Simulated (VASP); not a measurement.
# HgTe (F-43m) in VASP: further runs

HgTe is run at these levels: LDA; tasks: electric field gradients.

Everything below comes from runs of VASP 6.6.1. Logs are shortened: lines on timing, memory, paths and dates and some standing lists are left out, and cuts for length are marked.

**1. The cell of the first run**

It takes space group F-43m (No. 216, cubic). Conventional cell: a = 6.360 Å, b = 6.360 Å, c = 6.360 Å, α = 90.00°, β = 90.00°, γ = 90.00°. Hg (site symmetry -43m) has 4 Te at 2.75 Å within 3.6 Å. Within 3.6 Å of Te (site symmetry -43m) lie 4 Hg at 2.75 Å.

**2. Electric field gradients, LDA (volume scaled by 0.96)**

INCAR

```
PREC = Accurate ; ENCUT = 520
EDIFF = 1E-8 ; ISMEAR = -1
SIGMA = 0.03 ; LREAL = False
LASPH = True ; NELM = 100
ALGO = Normal ; ISIF = 2
LWAVE = False ; LCHARG = False
LEFG = True ; NBANDS = 16
```

KPOINTS

```
Automatic mesh
0
Gamma
  11 11 11
```

POSCAR

```
HgTe
1.0
    0.0000000000      3.1799338486      3.1799338486
    3.1799338486      0.0000000000      3.1799338486
    3.1799338486      3.1799338486      0.0000000000
Hg Te
1 1
Direct
    0.0000000000      0.0000000000      0.0000000000
    0.7500000000      0.7500000000      0.7500000000
```

Potentials or basis: VASP PAW LDA potentials, release 64 (Hg, Te).

The run is started by

```bash
cat potpaw_LDA.64/Hg/POTCAR potpaw_LDA.64/Te/POTCAR > POTCAR
mpirun -np 1 vasp_std > vasp.out
```

OUTCAR:

```text
PREC = Accurate
   ENCUT = 520
   EDIFF = 1E-8
   ISMEAR = -1
   LREAL = False
   LASPH = True
   NELM = 100
   ISIF = 2

 ion  position               nearest neighbor table
   1  0.000  0.000  0.000-   2 2.75   2 2.75   2 2.75   2 2.75
   2  0.750  0.750  0.750-   1 2.75   1 2.75   1 2.75   1 2.75

  LATTYP: Found a face centered cubic cell.
 ALAT       =     6.3598676972

  Lattice vectors:

 A1 = (   0.0000000000,   3.1799338486,   3.1799338486)
 A2 = (   3.1799338486,   0.0000000000,   3.1799338486)
 A3 = (   3.1799338486,   3.1799338486,   0.0000000000)

Analysis of symmetry for initial positions (statically):
=====================================================================
 Subroutine PRICEL returns:
 Original cell was already a primitive cell.

 Routine SETGRP: Setting up the symmetry group for a
 face centered cubic supercell.

 Subroutine GETGRP returns: Found 24 space group operations
 (whereof 24 operations were pure point group operations)
 out of a pool of 48 trial point group operations.

The static configuration has the point symmetry T_d .

Analysis of symmetry for dynamics (positions and initial velocities):
=====================================================================
 Subroutine PRICEL returns:
 Original cell was already a primitive cell.

 Routine SETGRP: Setting up the symmetry group for a
 face centered cubic supercell.

 Subroutine GETGRP returns: Found 24 space group operations
 (whereof 24 operations were pure point group operations)
 out of a pool of 48 trial point group operations.

The dynamic configuration has the point symmetry T_d .

 Subroutine INISYM returns: Found 24 space group operations
 (whereof 24 operations are pure point group operations),
 and found     1 'primitive' translations

----------------------------------------------------------------------------------------

                                     Primitive cell

  volume of cell :      64.3109

  direct lattice vectors                    reciprocal lattice vectors
     0.000000000  3.179933849  3.179933849    -0.157235975  0.157235975  0.157235975
     3.179933849  0.000000000  3.179933849     0.157235975 -0.157235975  0.157235975
     3.179933849  3.179933849  0.000000000     0.157235975  0.157235975 -0.157235975

  length of vectors
     4.497105576  4.497105576  4.497105576     0.272340698  0.272340698  0.272340698

  position of ions in fractional coordinates (direct lattice)
     0.000000000  0.000000000  0.000000000
     0.750000000  0.750000000  0.750000000

  ion indices of the primitive-cell ions
   primitive index   ion index
                 1           1
                 2           2

----------------------------------------------------------------------------------------

 KPOINTS: Automatic mesh

Automatic generation of k-mesh.
 Grid dimensions read from file:
 generate k-points for:   11   11   11

 Generating k-lattice:

  Cartesian coordinates                     Fractional coordinates (reciprocal lattice)
    -0.014294180  0.014294180  0.014294180     0.090909091  0.000000000  0.000000000
     0.014294180 -0.014294180  0.014294180     0.000000000  0.090909091  0.000000000
     0.014294180  0.014294180 -0.014294180     0.000000000  0.000000000  0.090909091

  Length of vectors
     0.024758245  0.024758245  0.024758245

  Shift w.r.t. Gamma in fractional coordinates (k-lattice)
     0.000000000  0.000000000  0.000000000

 Subroutine IBZKPT returns following result:
 ===========================================

 Found     56 irreducible k-points:

 Following reciprocal coordinates:
            Coordinates               Weight
  0.000000  0.000000  0.000000      1.000000
  0.090909  0.000000  0.000000      8.000000
  0.181818  0.000000  0.000000      8.000000
  0.272727  0.000000  0.000000      8.000000
  0.363636  0.000000  0.000000      8.000000
  0.454545  0.000000  0.000000      8.000000
[... 16 lines left out ...]
 -0.272727  0.181818  0.000000     24.000000
 -0.181818  0.181818  0.000000     12.000000
 [... further k-points ...]
   k-points           NKPTS =     56   k-points in BZ     NKDIM =     56   number of bands    NBANDS=     16
   number of dos      NEDOS =    301   number of ions     NIONS =      2
   total plane-waves  NPLWV =  46656
   dimension x,y,z NGX =    36 NGY =   36 NGZ =   36
   dimension x,y,z NGXF=    72 NGYF=   72 NGZF=   72
   ions per type =               1   1
   NGX,Y,Z   is equivalent  to a cutoff of  13.31, 13.31, 13.31 a.u.
   NGXF,Y,Z  is equivalent  to a cutoff of  26.62, 26.62, 26.62 a.u.
 SYSTEM =  unknown system
   PREC   = accura    normal or accurate (medium, high low for compatibility)
   ISTART =      0    job   : 0-new  1-cont  2-samecut
   ICHARG =      2    charge: 1-file 2-atom 10-const
   ISPIN  =      1    spin polarized calculation?
   LNONCOLLINEAR =      F non collinear calculations
   LSORBIT =      F    spin-orbit coupling
   LASPH  =      T    aspherical Exc in radial PAW
   ENCUT  =  520.0 eV  38.22 Ry    6.18 a.u.   8.36  8.36  8.36*2*pi/ulx,y,z
   NELM   =    100;   NELMIN=  2; NELMDL= -5     # of ELM steps
   EDIFF  = 0.1E-07   stopping-criterion for ELM
   LREAL  =      F    real-space projection
   EDIFFG = 0.1E-06   stopping-criterion for IOM
   NSW    =      0    number of steps for IOM
   IBRION =     -1    ionic relax: 0-MD 1-quasi-New 2-CG
   NFREE  =      0    steps in history (QN), initial steepest desc. (CG)
   ISIF   =      2    stress and relaxation
   ISYM   =      2    0-nonsym 1-usesym 2-fastsym
   POTIM  = 0.5000    time-step for ionic-motion
   TEBEG  =    0.0;   TEEND  =   0.0 temperature during run
   PSTRESS=    0.0 pullay stress
   NELECT =      18.0000    total number of electrons
   NUPDOWN=      -1.0000    fix difference up-down
   EMIN   =  10.00;   EMAX   =-10.00  energy-range for DOS
   EFERMI =   0.00;   METHOD = LEGACY
   ISMEAR =    -1;   SIGMA  =   0.03  broadening in eV -4-tet -1-fermi 0-gaus
   EFERMI_NEDOS =   21; number of points for ismear=-14 and -15
   IALGO  =     38    algorithm
   IMIX   =      4    mixing-type and parameters
     AMIX     =   0.40;   BMIX     =  1.00
     AMIX_MAG =   1.60;   BMIX_MAG =  1.00
  volume/ion in A,a.u.               =      32.16       217.00
  Fermi-wavevector in a.u.,A,eV,Ry     =   1.070872  2.023655 15.602711  1.146767
  Thomas-Fermi vector in A             =   2.206595
   LORBIT       =      0    0 simple, 1 ext, 2 COOP (PROOUT), +10 PAW based schemes
   GGA     = CA    functional components
   LHFCALC =     F    Hartree Fock is set to
   AEXX    =    0.0000 exact exchange contribution
   IVDW    =     0    specifies the selected vdW correction
   LEPSILON=     F    determine dielectric tensor
   LRPA    =     F    only Hartree local field effects (RPA)
 non-spin polarized calculation
  energy-cutoff  :      520.00
  volume of cell :       64.31
 maximum number of plane-waves:      1759
 NGX is ok and might be reduce to    36
   NGX = 17   NGY = 17   NGZ = 17

 number of electron      17.9999998 magnetization

 Free energy of the ion-electron system (eV)
  ---------------------------------------------------
  ext. energy  EPLUGINS =         0.00000000
  ---------------------------------------------------
  free energy    TOTEN  =        -5.02083750 eV

  energy without entropy =       -5.02070847  energy(sigma->0) =       -5.02077299

 E-fermi :   3.4727     XC(G=0):  -9.3148

 val. band max:        3.4429648229   @ k =   0.0000   0.0000   0.0000
 cond. band min:       3.9275781745   @ k =   0.0909   0.0000   0.0000
 fundamental gap:      0.4846133516
 Fermi energy:         3.4727275955

 k-point     1 :       0.0000    0.0000    0.0000
  band No.  band energies     occupation
      1      -8.9646      2.00000
      2      -4.2329      2.00000
      3      -4.2329      2.00000
      4      -4.2329      2.00000
      5      -3.6386      2.00000
      6      -3.6386      2.00000
[... 8 lines left out ...]
     15      13.0245      0.00000
     16      13.0245      0.00000

 k-point     2 :       0.0909    0.0000    0.0000
  band No.  band energies     occupation
      1      -8.9186      2.00000
      2      -4.2203      2.00000
      3      -4.2198      2.00000
      4      -4.2198      2.00000
      5      -3.6403      2.00000
      6      -3.6403      2.00000
[... 8 lines left out ...]
     15      12.2965      0.00000
     16      12.2965      0.00000
[... 387 lines left out ...]
      5      -3.6613      2.00000
      6      -3.5803      2.00000
[... 8 lines left out ...]
     15      12.5688      0.00000
     16      13.7697      0.00000

 k-point    24 :      -0.1818    0.1818    0.0000
  band No.  band energies     occupation
      1      -8.5575      2.00000
      2      -4.1305      2.00000
      3      -4.1120      2.00000
      4      -4.0220      2.00000
      5      -3.6659      2.00000
      6      -3.6094      2.00000
[... 8 lines left out ...]
     15      12.5263      0.00000
     16      12.7618      0.00000

 [... further k-points ...]
[... 5 lines left out ...]
  --------------------------------------------------------------------------------------
  -------------------------------------------------------------------------------------
  Total        0.8603132      0.8603132      0.8603132      0.0000000     -0.0000000      0.0000000
  in kB       21.4329984     21.4329984     21.4329984      0.0000000     -0.0000000      0.0000000
  external PRESSURE =      21.4329984 kB  Pullay stress =       0.0000000 kB

 VOLUME and BASIS-vectors are now :
 -----------------------------------------------------------------------------
  energy-cutoff  :      520.00
  volume of cell :       64.31
      direct lattice vectors                 reciprocal lattice vectors
     0.000000000  3.179933849  3.179933849    -0.157235975  0.157235975  0.157235975
     3.179933849  0.000000000  3.179933849     0.157235975 -0.157235975  0.157235975
     3.179933849  3.179933849  0.000000000     0.157235975  0.157235975 -0.157235975

 POSITION                                       TOTAL-FORCE (eV/Angst)
 -----------------------------------------------------------------------------------
      0.00000      0.00000      0.00000        -0.000000     -0.000000      0.000000
      4.76990      4.76990      4.76990         0.000000      0.000000     -0.000000
 -----------------------------------------------------------------------------------
    total drift:                               -0.000000     -0.000000     -0.000000

  FREE ENERGIE OF THE ION-ELECTRON SYSTEM (eV)
  ---------------------------------------------------
  free  energy   TOTEN  =        -5.0208374988 eV

  energy  without entropy=       -5.0207084720  energy(sigma->0) =       -5.02077299

 Electric field gradients (V/A^2)
---------------------------------------------------------------------
 ion       V_xx      V_yy      V_zz      V_xy      V_xz      V_yz
---------------------------------------------------------------------
   1       0.000    -0.000    -0.000    -0.001    -0.001    -0.001
   2       0.000    -0.000    -0.000    -0.000    -0.000    -0.000
---------------------------------------------------------------------

 Electric field gradients after diagonalization (V/A^2)
 (convention: |V_zz| > |V_xx| > |V_yy|)
----------------------------------------------------------------------
 ion       V_xx      V_yy      V_zz     asymmetry (V_yy - V_xx)/ V_zz
----------------------------------------------------------------------
   1       0.001     0.001    -0.001       0.000
   2       0.000     0.000    -0.000       0.000
----------------------------------------------------------------------

           NMR quadrupolar parameters

 Cq : quadrupolar parameter    Cq=e*Q*V_zz/h
 eta: asymmetry parameters     (V_yy - V_xx)/ V_zz
 Q  : nuclear electric quadrupole moment in mb (millibarn)
----------------------------------------------------------------------
 ion       Cq(MHz)       eta       Q (mb)
----------------------------------------------------------------------
   1      -0.000       0.000       1.000
   2      -0.000       0.000       1.000
----------------------------------------------------------------------
```

Run time: 83 s. Hardware: 1 thread of Intel Xeon Platinum 8375C at 2.90GHz (Ice Lake), shared host; peak memory 0.2 GiB.

What came out:

- Free energy: -5.0208 eV
- Pressure: 2.1 GPa
- Band gap on the k mesh: zero (filled and empty bands touch)

Caveat: without QUAD_EFG the Cq values of the log hold for a quadrupole moment of 1 mb, not for the nuclei; spin-orbit coupling is left out, which moves the levels of the heavy elements.

**3. Electric field gradients, LDA (volume scaled by 0.98)**

INCAR

```
SYSTEM = HgTe
PREC     = Accurate       ! precision mode
ENCUT    = 520            ! plane-wave cutoff, eV
EDIFF    = 1E-8           ! SCF threshold, eV
ISMEAR   = -1             ! smearing method
SIGMA    = 0.03           ! smearing width, eV
LREAL    = .False.        ! projectors in reciprocal space
LASPH    = .True.         ! aspherical terms in the spheres
NELM     = 60             ! most SCF steps
ALGO     = Normal         ! electronic algorithm
ISIF     = 2              ! what is computed and relaxed
LWAVE    = .False.        ! write WAVECAR
LCHARG   = .False.        ! write CHGCAR
GGA      = CA             ! functional
LEFG     = .True.       
NBANDS   = 16             ! bands
```

KPOINTS

```
Automatic mesh
0
Gamma
  11 11 11
  0 0 0
```

POSCAR

```
HgTe
1.0
    0.0000000000      3.2018651199      3.2018651199
    3.2018651199      0.0000000000      3.2018651199
    3.2018651199      3.2018651199      0.0000000000
Hg Te
1 1
Direct
    0.0000000000      0.0000000000      0.0000000000
    0.7500000000      0.7500000000      0.7500000000
```

Potentials or basis: VASP PAW LDA potentials, release 64 (Hg, Te).

The run is started by

```bash
cat potpaw_LDA.64/Hg/POTCAR potpaw_LDA.64/Te/POTCAR > POTCAR
mpirun -np 1 vasp_std > vasp.out
```

OUTCAR:

```text
SYSTEM = HgTe
   PREC = Accurate
   ENCUT = 520
   EDIFF = 1E-8
   ISMEAR = -1
   LREAL = .False.
   LASPH = .True.
   NELM = 60
   ISIF = 2
   GGA = CA

 ion  position               nearest neighbor table
   1  0.000  0.000  0.000-   2 2.77   2 2.77   2 2.77   2 2.77
   2  0.750  0.750  0.750-   1 2.77   1 2.77   1 2.77   1 2.77

  LATTYP: Found a face centered cubic cell.
 ALAT       =     6.4037302398

  Lattice vectors:

 A1 = (   0.0000000000,   3.2018651199,   3.2018651199)
 A2 = (   3.2018651199,   0.0000000000,   3.2018651199)
 A3 = (   3.2018651199,   3.2018651199,   0.0000000000)

Analysis of symmetry for initial positions (statically):
=====================================================================
 Subroutine PRICEL returns:
 Original cell was already a primitive cell.

 Routine SETGRP: Setting up the symmetry group for a
 face centered cubic supercell.

 Subroutine GETGRP returns: Found 24 space group operations
[... 643 lines left out ...]
  volume of cell :       65.65
      direct lattice vectors                 reciprocal lattice vectors
     0.000000000  3.201865120  3.201865120    -0.156158983  0.156158983  0.156158983
     3.201865120  0.000000000  3.201865120     0.156158983 -0.156158983  0.156158983
     3.201865120  3.201865120  0.000000000     0.156158983  0.156158983 -0.156158983

 POSITION                                       TOTAL-FORCE (eV/Angst)
 -----------------------------------------------------------------------------------
      0.00000      0.00000      0.00000        -0.000000     -0.000000      0.000000
      4.80280      4.80280      4.80280         0.000000      0.000000     -0.000000
 -----------------------------------------------------------------------------------
    total drift:                               -0.000000     -0.000000     -0.000000

  FREE ENERGIE OF THE ION-ELECTRON SYSTEM (eV)
  ---------------------------------------------------
  free  energy   TOTEN  =        -5.0342364721 eV

  energy  without entropy=       -5.0341028639  energy(sigma->0) =       -5.03416967

 Electric field gradients (V/A^2)
---------------------------------------------------------------------
 ion       V_xx      V_yy      V_zz      V_xy      V_xz      V_yz
---------------------------------------------------------------------
   1      -0.000    -0.000    -0.000    -0.000    -0.000    -0.000
   2      -0.000    -0.000    -0.000    -0.000    -0.000    -0.000
---------------------------------------------------------------------

 Electric field gradients after diagonalization (V/A^2)
 (convention: |V_zz| > |V_xx| > |V_yy|)
----------------------------------------------------------------------
 ion       V_xx      V_yy      V_zz     asymmetry (V_yy - V_xx)/ V_zz
----------------------------------------------------------------------
   1       0.000     0.000    -0.001       0.000
   2       0.000     0.000    -0.000       0.000
----------------------------------------------------------------------

           NMR quadrupolar parameters

 Cq : quadrupolar parameter    Cq=e*Q*V_zz/h
 eta: asymmetry parameters     (V_yy - V_xx)/ V_zz
 Q  : nuclear electric quadrupole moment in mb (millibarn)
----------------------------------------------------------------------
 ion       Cq(MHz)       eta       Q (mb)
----------------------------------------------------------------------
   1      -0.000       0.000       1.000
   2      -0.000       0.000       1.000
----------------------------------------------------------------------
```

OSZICAR:

```text
N       E                     dE             d eps       ncg     rms          rms(c)
DAV:   1     0.104929397611E+03    0.10493E+03   -0.80602E+03  1792   0.979E+02
DAV:   2    -0.152971563042E+01   -0.10646E+03   -0.99273E+02  2048   0.228E+02
DAV:   3    -0.523358474668E+01   -0.37039E+01   -0.36944E+01  2216   0.443E+01
DAV:   4    -0.526844845591E+01   -0.34864E-01   -0.34862E-01  2616   0.389E+00
DAV:   5    -0.526854064602E+01   -0.92190E-04   -0.92190E-04  2376   0.184E-01    0.816E+00
DAV:   6    -0.505182337073E+01    0.21672E+00   -0.40719E-01  2168   0.893E+00    0.638E+00
DAV:   7    -0.503726346248E+01    0.14560E-01   -0.96085E-02  2152   0.218E+00    0.220E+00
DAV:   8    -0.503457032369E+01    0.26931E-02   -0.11141E-02  1992   0.125E+00    0.532E-01
DAV:   9    -0.503424202953E+01    0.32829E-03   -0.70928E-04  2344   0.300E-01    0.125E-01
DAV:  10    -0.503423570332E+01    0.63262E-05   -0.65099E-05  2232   0.724E-02    0.510E-02
DAV:  11    -0.503423768141E+01   -0.19781E-05   -0.15969E-05  2304   0.363E-02    0.296E-02
DAV:  12    -0.503423649715E+01    0.11843E-05   -0.28428E-06  1992   0.152E-02    0.130E-02
DAV:  13    -0.503423651637E+01   -0.19215E-07   -0.24288E-07  2296   0.284E-03    0.906E-03
DAV:  14    -0.503423647218E+01    0.44191E-07   -0.11258E-07  2248   0.399E-03    0.132E-03
DAV:  15    -0.503423647211E+01    0.63892E-10   -0.22750E-08  2016   0.839E-04
   1 F= -.50342365E+01 E0= -.50341697E+01  d E =-.133608E-03
```

stdout:

```text
POSCAR found type information on POSCAR HgTe
 POSCAR found :  2 types and       2 ions
 scaLAPACK will be used
 LDA part: xc-table for (Slater(with rela. corr.)+CA(PZ))
 , standard interpolation
 POSCAR, INCAR and KPOINTS ok, starting setup
 FFT: planning ... GRIDC
 FFT: planning ... GRID_SOFT
 FFT: planning ... GRID
 WAVECAR not read
 entering main loop
ion   1

ion   2
```

Wall time 80 s (1 thread of Intel Xeon Platinum 8375C at 2.90GHz (Ice Lake), shared host); peak memory 0.21 GiB.

Results:

```
Free energy            : -5.0342 eV
Pressure               : 1.0 GPa
Band gap on the k mesh : zero (filled and empty bands touch)
```

Caveat: without QUAD_EFG the Cq values of the log hold for a quadrupole moment of 1 mb, not for the nuclei; spin-orbit coupling is left out, which moves the levels of the heavy elements.

[end of part 1 of 2]
